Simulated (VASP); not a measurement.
# PbO: relaxation of shape and atoms at fixed volume with r2SCAN

Crystal: PbO.

```
CELL_PARAMETERS angstrom
3.94129 0.00000 0.00000
0.00000 3.94129 0.00000
0.00000 0.00000 5.11948
ATOMIC_POSITIONS crystal
Pb 0.00000 0.50000 0.22930
Pb 0.50000 0.00000 0.77070
O 0.00000 0.00000 0.00000
O 0.50000 0.50000 0.00000
```

| Item | Value |
| --- | --- |
| Program | VASP 6.6.1 |
| Task | relaxation of shape and atoms at fixed volume |
| Functional | r2SCAN |
| Potentials or basis | VASP PAW PBE potentials, release 64 (Pb_d, O) |
| Cutoff | 600 eV |
| k mesh | 8 × 8 × 6 |
| Occupations | gaussian, width 0.02 eV |
| Spin | no spin polarisation |
| Dipole correction | no |
| Further INCAR settings | ALGO = Normal; EDIFF = 1e-06; IBRION = 2; EDIFFG = -0.01; NSW = 50; ISIF = 4 |

```json
{
  "Energy gained by relaxing": "6.8 meV/atom",
  "Ionic steps": "7",
  "Pressure after relaxing": "1.1 GPa",
  "Largest force after relaxing": "0.005 eV/Å",
  "Band gap on the k mesh": "1.54 eV (least direct gap 2.66 eV)"
}
```

Forces in eV/Å, atoms in the order of the input:
```
Pb   0.000  0.000 -0.005
Pb   0.000  0.000  0.005
O    0.000  0.000  0.000
O    0.000  0.000  0.000
```

The path:
```
step  energy change (eV)  largest force (eV/Å)  pressure (GPa)  volume (Å³)
   1              0.0000                0.5814            3.90        79.52
   2             -0.0197                0.0776            2.15        79.52
   3             -0.0204                0.0367            1.75        79.52
   4             -0.0238                0.0204            1.58        79.52
   5             -0.0272                0.0104            1.16        79.52
   6             -0.0272                0.0113            1.15        79.52
   7             -0.0272                0.0047            1.10        79.52
```

Final structure:
```
Pb O
1.0
     3.98981    0.00000    0.00000
     0.00000    3.98981    0.00000
     0.00000    0.00000    4.99572
Pb O
2 2
Direct
  0.00000 0.50000 0.23731
  0.50000 0.00000 0.76269
  0.00000 0.00000 0.00000
  0.50000 0.50000 0.00000
```

Levels at points of the mesh, in eV from the valence-band top:
| k point | band 16 | band 17 | band 18 | band 19 | band 20 | band 21 | band 22 | band 23 | band 24 |
| --- | --- | --- | --- | --- | --- | --- | --- | --- | --- |
| (0.00, 0.00, 0.00) | -4.39 | -1.80 | -1.76 | -1.76 | 0.00 | 2.81 | 5.91 | 6.03 | 6.03 |
| (0.50, 0.00, 0.00) | -3.27 | -3.11 | -3.11 | -1.69 | -1.69 | 3.78 | 3.78 | 7.07 | 7.07 |
| (0.50, 0.50, 0.00) | -3.51 | -1.72 | -1.72 | -1.12 | -1.12 | 1.54 | 1.54 | 5.72 | 5.72 |
| (0.00, 0.00, 0.50) | -4.23 | -1.84 | -1.79 | -1.79 | -0.96 | 2.33 | 4.37 | 4.37 | 4.48 |
| (0.50, 0.00, 0.50) | -3.75 | -3.07 | -3.07 | -1.04 | -1.04 | 3.43 | 3.43 | 6.74 | 6.74 |
| (0.50, 0.50, 0.50) | -3.95 | -2.32 | -2.32 | -1.12 | -1.12 | 3.82 | 3.82 | 5.25 | 5.25 |

It took 29 min on 1 thread of Oxide Virtual Turin-like Processor, with other jobs on the host, peak memory 0.26 GiB.

Caveat: the PAW data sets were made with another functional, which shifts forces and pressure a little; spin-orbit coupling is left out, which moves the levels of the heavy elements. A k mesh can miss the band edges.
